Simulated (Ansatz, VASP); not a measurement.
# One calculation of Ge, two programs

```
Ge
1.0
     0.00000    2.82891    2.82891
     2.82891    0.00000    2.82891
     2.82891    2.82891    0.00000
Ge
2
Cartesian
  4.2434 4.2434 4.2434
  2.8289 2.8289 2.8289
```

Alike in both runs: task single point; functional PBEsol; dispersion D4; k mesh 8 × 8 × 8; occupations fermi-dirac, width 0.01 eV; non-collinear spin.

```csv
,VASP,Ansatz
version,VASP 6.6.1,Ansatz 0.2.0
potentials or method,"VASP PAW PBE potentials, release 64 (Ge_d)",Ansatz PAW
plane-wave cutoff (eV),520,420
valence electrons in the cell,28,28
```

```tsv
	VASP	Ansatz	Ansatz less VASP
gap on the k mesh at the Fermi level (eV)	none	none	-
pressure (GPa)	-0.8	-0.6	+0.21
net moment per atom (μB)	0.00	0.00	0.000
```

VASP's potentials were made for PBE, not for PBEsol. A gap of «none» marks a metal or a gap that the smearing closes.
